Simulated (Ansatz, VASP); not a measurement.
# BP: VASP beside Ansatz

```
B P
1.0
     0.00000    2.21400    2.30481
     2.30481    0.00000    2.30481
     2.30481    2.21400    0.00000
B P
1 1
Direct
  0.00000 0.00000 0.00000
  0.75000 0.75000 0.75000
```

Alike in both runs: task single point; functional PBE; k mesh 12 × 12 × 12; occupations gaussian, width 0.05 eV; no spin polarisation.

|  | VASP | Ansatz |
| --- | --- | --- |
| version | VASP 6.6.1 | Ansatz 0.2.0 |
| potentials or method | VASP PAW PBE potentials, release 64 (B, P), cutoff 520 eV | scalar-relativistic, plane waves, PAW |
| valence electrons in the cell | 8 | 8 |

```csv
,VASP,Ansatz,Ansatz less VASP
gap on the k mesh at the Fermi level (eV),0.65,0.66,+0.005
least direct gap on the mesh (eV),2.99,3.00,+0.004
pressure (GPa),-0.2,0.0,+0.22
"traceless stress, the component that is largest in VASP (GPa)",6.75,6.74,-0.010
```
